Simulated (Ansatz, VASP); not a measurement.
# Two plane-wave programs on GaP

The input INCAR:

```
  PREC = Accurate
  ENCUT = 520
  EDIFF = 1E-6
  ISMEAR = -1
  SIGMA = 0.02
  LREAL = F
  LASPH = T
  NELM = 60
  ALGO = Normal
  ISIF = 2
  LWAVE = F
  LCHARG = F
  GGA = PE
  NBANDS = 16
```

Contents of KPOINTS:

```
regular mesh
0
Gamma
  8 8 8
```

POSCAR

```
GaP
1.0
    0.0000000000      2.7253992947      2.7253992947
    2.5643281964      0.0000000000      2.7253992947
    2.5643281964      2.7253992947      0.0000000000
Ga P
1 1
Direct
    0.0000000000      0.0000000000      0.0000000000
    0.2500000000      0.2500000000      0.2500000000
```

Input for Ansatz:

```yaml
crystal:
  lattice:
    - [0.0, 2.7253992947, 2.7253992947]
    - [2.5643281964, 0.0, 2.7253992947]
    - [2.5643281964, 2.7253992947, 0.0]
  atoms:
    - { symbol: Ga, position: [0.0, 0.0, 0.0] }
    - { symbol: P, position: [0.25, 0.25, 0.25] }
kpoints:
  mp_grid: { grid: [8, 8, 8] }
  band_path:
    path:
      - [0.0, 0.0, 0.0]
      - [-0.5, -0.5, 0.0]
      - [-0.375, -0.375, 0.25]
      - [-0.375, 0.0, 0.375]
      - [0.0, 0.0, 0.5]
      - [-0.5, -0.25, 0.25]
      - [0.0, 0.419271, 0.419271]
    npoints: 1
hamiltonian:
  xc: pbe
scf:
  occupations: { method: fermi_dirac, width: 0.02 }
  n_extra_bands: 4
output:
  forces: true
  stress: true
  eigenvalues: true
  write_density: true
  write_potential: true
  elf: true
  volumetric_format: npy
```

Change from the starting cell: uniaxial_x strain -5.9%.

Alike in both runs: task single point; functional PBE; k mesh 8 × 8 × 8; occupations fermi-dirac, width 0.02 eV; no spin polarisation.

|  | VASP | Ansatz |
| --- | --- | --- |
| version | VASP 6.6.1 | Ansatz 0.2.0 |
| potentials or method | VASP PAW PBE potentials, release 64 (Ga_d, P) | plane waves, PAW |
| plane-wave cutoff (eV) | 520 | 420 |
| valence electrons in the cell | 18 | 18 |

|  | VASP | Ansatz | Ansatz less VASP |
| --- | --- | --- | --- |
| gap on the k mesh at the Fermi level (eV) | 0.95 | 0.95 | 0.000 |
| pressure (GPa) | 8.4 | 8.5 | +0.13 |
| traceless stress, the component that is largest in VASP (GPa) | 2.61 | 2.60 | -0.012 |
